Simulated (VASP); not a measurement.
# Ta (Im-3m) in VASP: notebook

The runs below take Ta through single point, with LDA.

All numbers are computed with VASP 6.6.1; they aren't measurements. Logs are shortened: lines on timing, memory, paths and dates and some standing lists are left out, and cuts for length are marked.

### Step 1. The cell of the first run

Symmetry: Im-3m, No. 229, cubic system. Conventional cell: a = 3.343 Å, b = 3.343 Å, c = 3.343 Å, α = 90.00°, β = 90.00°, γ = 90.00°. Within 3.8 Å of Ta (site symmetry m-3m) lie 14 Ta at 2.89 to 3.34 Å.

### Step 2. Single point, LDA (volume scaled by 1.03)

File INCAR:

```
SYSTEM = Ta
ALGO = Normal
EDIFF = 1E-7
ENCUT = 520
ISIF = 2
ISMEAR = -1
LASPH = .TRUE.
LCHARG = .FALSE.
LREAL = .FALSE.
LWAVE = .FALSE.
NBANDS = 12
NELM = 80
PREC = Accurate
SIGMA = 0.05
```

File KPOINTS:

```
k-points
0
G
  14 14 14
  0 0 0
```

File POSCAR:

```
Ta
1.0
   -1.6713142964      1.6713142964      1.6713142964
    1.6713142964     -1.6713142964      1.6713142964
    1.6713142964      1.6713142964     -1.6713142964
Ta
1
Direct
    0.0000000000      0.0000000000      0.0000000000
```

Potentials or basis: VASP PAW LDA potentials, release 64 (Ta_pv).

Started as:

```sh
$ cat potpaw_LDA.64/Ta_pv/POTCAR > POTCAR
$ mpirun -np 1 vasp_std > vasp.out
```

OUTCAR:

```text
SYSTEM = Ta
   EDIFF = 1E-7
   ENCUT = 520
   ISIF = 2
   ISMEAR = -1
   LASPH = .TRUE.
   LREAL = .FALSE.
   NELM = 80
   PREC = Accurate

 ion  position               nearest neighbor table
   1  0.000  0.000  0.000-

  LATTYP: Found a body centered cubic cell.
 ALAT       =     3.3426285928

  Lattice vectors:

 A1 = (  -1.6713142964,   1.6713142964,   1.6713142964)
 A2 = (   1.6713142964,  -1.6713142964,   1.6713142964)
 A3 = (   1.6713142964,   1.6713142964,  -1.6713142964)

Analysis of symmetry for initial positions (statically):
=====================================================================
 Subroutine PRICEL returns:
 Original cell was already a primitive cell.

 Routine SETGRP: Setting up the symmetry group for a
 body centered cubic supercell.

 Subroutine GETGRP returns: Found 48 space group operations
 (whereof 48 operations were pure point group operations)
 out of a pool of 48 trial point group operations.

The static configuration has the point symmetry O_h .

Analysis of symmetry for dynamics (positions and initial velocities):
=====================================================================
 Subroutine PRICEL returns:
 Original cell was already a primitive cell.

 Routine SETGRP: Setting up the symmetry group for a
 body centered cubic supercell.

 Subroutine GETGRP returns: Found 48 space group operations
 (whereof 48 operations were pure point group operations)
 out of a pool of 48 trial point group operations.

The dynamic configuration has the point symmetry O_h .

 Subroutine INISYM returns: Found 48 space group operations
 (whereof 48 operations are pure point group operations),
 and found     1 'primitive' translations

----------------------------------------------------------------------------------------

                                     Primitive cell

  volume of cell :      18.6739

  direct lattice vectors                    reciprocal lattice vectors
    -1.671314296  1.671314296  1.671314296     0.000000000  0.299165753  0.299165753
     1.671314296 -1.671314296  1.671314296     0.299165753  0.000000000  0.299165753
     1.671314296  1.671314296 -1.671314296     0.299165753  0.299165753  0.000000000

  length of vectors
     2.894801277  2.894801277  2.894801277     0.423084265  0.423084265  0.423084265

  position of ions in fractional coordinates (direct lattice)
     0.000000000  0.000000000  0.000000000

  ion indices of the primitive-cell ions
   primitive index   ion index
                 1           1

[... 75 lines left out ...]
   IBRION =     -1    ionic relax: 0-MD 1-quasi-New 2-CG
   NFREE  =      0    steps in history (QN), initial steepest desc. (CG)
   ISIF   =      2    stress and relaxation
   ISYM   =      2    0-nonsym 1-usesym 2-fastsym
   POTIM  = 0.5000    time-step for ionic-motion
   TEBEG  =    0.0;   TEEND  =   0.0 temperature during run
   PSTRESS=    0.0 pullay stress
   NELECT =      11.0000    total number of electrons
   NUPDOWN=      -1.0000    fix difference up-down
   EMIN   =  10.00;   EMAX   =-10.00  energy-range for DOS
   EFERMI =   0.00;   METHOD = LEGACY
   ISMEAR =    -1;   SIGMA  =   0.05  broadening in eV -4-tet -1-fermi 0-gaus
   EFERMI_NEDOS =   21; number of points for ismear=-14 and -15
   IALGO  =     38    algorithm
   IMIX   =      4    mixing-type and parameters
     AMIX     =   0.40;   BMIX     =  1.00
     AMIX_MAG =   1.60;   BMIX_MAG =  1.00
  volume/ion in A,a.u.               =      18.67       126.02
  Fermi-wavevector in a.u.,A,eV,Ry     =   1.372338  2.593342 25.623991  1.883310
  Thomas-Fermi vector in A             =   2.497954
   LORBIT       =      0    0 simple, 1 ext, 2 COOP (PROOUT), +10 PAW based schemes
   GGA     = CA    functional components
   LHFCALC =     F    Hartree Fock is set to
   AEXX    =    0.0000 exact exchange contribution
   IVDW    =     0    specifies the selected vdW correction
   LEPSILON=     F    determine dielectric tensor
   LRPA    =     F    only Hartree local field effects (RPA)
 non-spin polarized calculation
  energy-cutoff  :      520.00
  volume of cell :       18.67
 maximum number of plane-waves:       531
 NGX is ok and might be reduce to    24
   NGX = 11   NGY = 11   NGZ = 11

 number of electron      10.9999999 magnetization

 Free energy of the ion-electron system (eV)
  ---------------------------------------------------
  ext. energy  EPLUGINS =         0.00000000
  ---------------------------------------------------
  free energy    TOTEN  =       -12.77137219 eV

  energy without entropy =      -12.76252185  energy(sigma->0) =      -12.76694702

 E-fermi :   5.0959     XC(G=0): -12.6143

 val. band max:        5.0613686738   @ k =  -0.3571   0.4286   0.1429
 cond. band min:       5.1021034811   @ k =   0.0714   0.0714   0.0714
 fundamental gap:      0.0407348073
 Fermi energy:         5.0959135362

 k-point     1 :       0.0000    0.0000    0.0000
  band No.  band energies     occupation
      1     -27.9404      2.00000
      2     -27.9404      2.00000
      3     -27.9404      2.00000
      4      -2.6003      2.00000
      5       5.7702      0.00000
      6       5.7702      0.00000
      7       5.7702      0.00000
      8       8.8992      0.00000
      9       8.8992      0.00000
     10      18.6632      0.00000
     11      20.0147      0.00000
     12      20.0147      0.00000
[... 331 lines left out ...]
 k-point    24 :       0.3571    0.2857    0.0000
  band No.  band energies     occupation
      1     -28.7555      2.00000
      2     -28.5934      2.00000
      3     -28.0735      2.00000
      4       2.6412      2.00000
      5       3.9093      2.00000
      6       4.4417      2.00000
      7       9.0994      0.00000
      8       9.6401      0.00000
      9      13.5849      0.00000
     10      15.7582      0.00000
     11      17.5308      0.00000
     12      18.6678      0.00000

 [... further k-points ...]
[... 5 lines left out ...]
  --------------------------------------------------------------------------------------
  -------------------------------------------------------------------------------------
  Total       -1.6953297     -1.6953297     -1.6953297      0.0000000      0.0000000      0.0000000
  in kB     -145.4555795   -145.4555795   -145.4555795      0.0000000      0.0000000      0.0000000
  external PRESSURE =    -145.4555795 kB  Pullay stress =       0.0000000 kB

 VOLUME and BASIS-vectors are now :
 -----------------------------------------------------------------------------
  energy-cutoff  :      520.00
  volume of cell :       18.67
      direct lattice vectors                 reciprocal lattice vectors
    -1.671314296  1.671314296  1.671314296     0.000000000  0.299165753  0.299165753
     1.671314296 -1.671314296  1.671314296     0.299165753  0.000000000  0.299165753
     1.671314296  1.671314296 -1.671314296     0.299165753  0.299165753  0.000000000

 POSITION                                       TOTAL-FORCE (eV/Angst)
 -----------------------------------------------------------------------------------
      0.00000      0.00000      0.00000         0.000000     -0.000000     -0.000000
 -----------------------------------------------------------------------------------
    total drift:                                0.000000      0.000000      0.000000

  FREE ENERGIE OF THE ION-ELECTRON SYSTEM (eV)
  ---------------------------------------------------
  free  energy   TOTEN  =       -12.7713721940 eV

  energy  without entropy=      -12.7625218466  energy(sigma->0) =      -12.76694702
```

Run time: 6 s. Hardware: 1 thread of Intel Xeon 6975P-C (Granite Rapids), shared host; peak memory 0.14 GiB.

Results:

* Free energy: -12.7714 eV
* Pressure: -14.5 GPa

Caveat: spin-orbit coupling is left out, which moves the levels of the heavy elements.

### Step 3. Single point, LDA (volume scaled by 1.06)

File INCAR:

```
SYSTEM = Ta
PREC     = Accurate       ! precision mode
ENCUT    = 520            ! plane-wave cutoff, eV
EDIFF    = 1E-7           ! SCF threshold, eV
ISMEAR   = -1             ! smearing method
SIGMA    = 0.05           ! smearing width, eV
LREAL    = .FALSE.        ! projectors in reciprocal space
LASPH    = .TRUE.         ! aspherical terms in the spheres
NELM     = 80             ! most SCF steps
ALGO     = Normal         ! electronic algorithm
ISIF     = 2              ! what is computed and relaxed
LWAVE    = .FALSE.        ! write WAVECAR
LCHARG   = .TRUE.         ! write CHGCAR
GGA      = CA             ! functional
LELF     = .TRUE.         ! ELF
LVHAR    = .TRUE.       
NBANDS   = 12             ! bands
```

File KPOINTS:

```
Automatic mesh
0
G
  14 14 14
  0 0 0
```

File POSCAR:

```
Ta
1.0
   -1.6873856121      1.6873856121      1.6873856121
    1.6873856121     -1.6873856121      1.6873856121
    1.6873856121      1.6873856121     -1.6873856121
Ta
1
Direct
    0.0000000000      0.0000000000      0.0000000000
```

Potentials or basis: VASP PAW LDA potentials, release 64 (Ta_pv).

Started as:

```sh
$ cat potpaw_LDA.64/Ta_pv/POTCAR > POTCAR
$ mpirun -np 1 vasp_std > vasp.out
```

OUTCAR:

```text
SYSTEM = Ta
   PREC = Accurate
   ENCUT = 520
   EDIFF = 1E-7
   ISMEAR = -1
   LREAL = .FALSE.
   LASPH = .TRUE.
   NELM = 80
   ISIF = 2
   GGA = CA

 ion  position               nearest neighbor table
   1  0.000  0.000  0.000-

  LATTYP: Found a body centered cubic cell.
 ALAT       =     3.3747712242

  Lattice vectors:

 A1 = (  -1.6873856121,   1.6873856121,   1.6873856121)
 A2 = (   1.6873856121,  -1.6873856121,   1.6873856121)
 A3 = (   1.6873856121,   1.6873856121,  -1.6873856121)

Analysis of symmetry for initial positions (statically):
=====================================================================
 Subroutine PRICEL returns:
 Original cell was already a primitive cell.

 Routine SETGRP: Setting up the symmetry group for a
 body centered cubic supercell.

 Subroutine GETGRP returns: Found 48 space group operations
 (whereof 48 operations were pure point group operations)
 out of a pool of 48 trial point group operations.

The static configuration has the point symmetry O_h .

Analysis of symmetry for dynamics (positions and initial velocities):
=====================================================================
 Subroutine PRICEL returns:
 Original cell was already a primitive cell.

 Routine SETGRP: Setting up the symmetry group for a
 body centered cubic supercell.

 Subroutine GETGRP returns: Found 48 space group operations
 (whereof 48 operations were pure point group operations)
 out of a pool of 48 trial point group operations.

The dynamic configuration has the point symmetry O_h .

 Subroutine INISYM returns: Found 48 space group operations
 (whereof 48 operations are pure point group operations),
 and found     1 'primitive' translations

----------------------------------------------------------------------------------------

[... 109 lines left out ...]
     AMIX     =   0.40;   BMIX     =  1.00
     AMIX_MAG =   1.60;   BMIX_MAG =  1.00
  volume/ion in A,a.u.               =      19.22       129.69
  Fermi-wavevector in a.u.,A,eV,Ry     =   1.359267  2.568642 25.138210  1.847606
  Thomas-Fermi vector in A             =   2.486029
   LORBIT       =      0    0 simple, 1 ext, 2 COOP (PROOUT), +10 PAW based schemes
   GGA     = CA    functional components
   LHFCALC =     F    Hartree Fock is set to
   AEXX    =    0.0000 exact exchange contribution
   IVDW    =     0    specifies the selected vdW correction
   LEPSILON=     F    determine dielectric tensor
   LRPA    =     F    only Hartree local field effects (RPA)
 non-spin polarized calculation
  energy-cutoff  :      520.00
  volume of cell :       19.22
 maximum number of plane-waves:       537
 NGX is ok and might be reduce to    24
   NGX = 11   NGY = 11   NGZ = 11

 number of electron      10.9999998 magnetization

 Free energy of the ion-electron system (eV)
  ---------------------------------------------------
  ext. energy  EPLUGINS =         0.00000000
  ---------------------------------------------------
  free energy    TOTEN  =       -12.71436599 eV

  energy without entropy =      -12.70548744  energy(sigma->0) =      -12.70992672

 E-fermi :   4.8779     XC(G=0): -12.4704

 val. band max:        4.8653644242   @ k =   0.3571   0.1429   0.1429
 cond. band min:       4.8984200022   @ k =   0.0714   0.0714   0.0714
 fundamental gap:      0.0330555780
 Fermi energy:         4.8779166303

 k-point     1 :       0.0000    0.0000    0.0000
  band No.  band energies     occupation
      1     -28.2772      2.00000
      2     -28.2772      2.00000
      3     -28.2772      2.00000
      4      -2.7181      2.00000
      5       5.5394      0.00000
      6       5.5394      0.00000
      7       5.5394      0.00000
      8       8.5677      0.00000
      9       8.5677      0.00000
     10      18.3392      0.00000
     11      19.6534      0.00000
     12      19.6534      0.00000
[... 331 lines left out ...]
 k-point    24 :       0.3571    0.2857    0.0000
  band No.  band energies     occupation
      1     -29.0176      2.00000
      2     -28.8704      2.00000
      3     -28.3980      2.00000
      4       2.4929      2.00000
      5       3.7151      2.00000
      6       4.2121      2.00000
      7       8.7478      0.00000
      8       9.2634      0.00000
      9      13.0301      0.00000
     10      15.1754      0.00000
     11      16.9183      0.00000
     12      18.3431      0.00000

 [... further k-points ...]
[... 5 lines left out ...]
  --------------------------------------------------------------------------------------
  -------------------------------------------------------------------------------------
  Total       -2.2806158     -2.2806158     -2.2806158     -0.0000000     -0.0000000      0.0000000
  in kB     -190.1339596   -190.1339596   -190.1339596     -0.0000000     -0.0000000      0.0000000
  external PRESSURE =    -190.1339596 kB  Pullay stress =       0.0000000 kB

 VOLUME and BASIS-vectors are now :
 -----------------------------------------------------------------------------
  energy-cutoff  :      520.00
  volume of cell :       19.22
      direct lattice vectors                 reciprocal lattice vectors
    -1.687385612  1.687385612  1.687385612     0.000000000  0.296316382  0.296316382
     1.687385612 -1.687385612  1.687385612     0.296316382  0.000000000  0.296316382
     1.687385612  1.687385612 -1.687385612     0.296316382  0.296316382  0.000000000

 POSITION                                       TOTAL-FORCE (eV/Angst)
 -----------------------------------------------------------------------------------
      0.00000      0.00000      0.00000         0.000000      0.000000      0.000000
 -----------------------------------------------------------------------------------
    total drift:                                0.000000      0.000000     -0.000000

  FREE ENERGIE OF THE ION-ELECTRON SYSTEM (eV)
  ---------------------------------------------------
  free  energy   TOTEN  =       -12.7143659914 eV

  energy  without entropy=      -12.7054874441  energy(sigma->0) =      -12.70992672
```

Run time: 6.3 s. Hardware: 1 thread of Intel Xeon 6975P-C (Granite Rapids), shared host; peak memory 0.14 GiB.

Results:

```yaml
Free_energy: -12.7144 eV
Pressure: -19.0 GPa
```

Levels at points of the mesh, in eV from the Fermi level:
```csv
k point,band 2,band 3,band 4,band 5,band 6,band 7,band 8,band 9
"(0.00, 0.00, 0.00)",-33.16,-33.16,-7.60,0.66,0.66,0.66,3.69,3.69
"(0.50, 0.00, 0.00)",-33.47,-33.16,-4.10,-1.41,1.46,3.53,4.47,7.12
"(0.50, 0.50, 0.50)",-33.83,-33.83,-3.45,-3.45,6.26,6.26,6.26,8.18
```

Caveat: spin-orbit coupling is left out, which moves the levels of the heavy elements.

(Continued in part 2 of 2.)
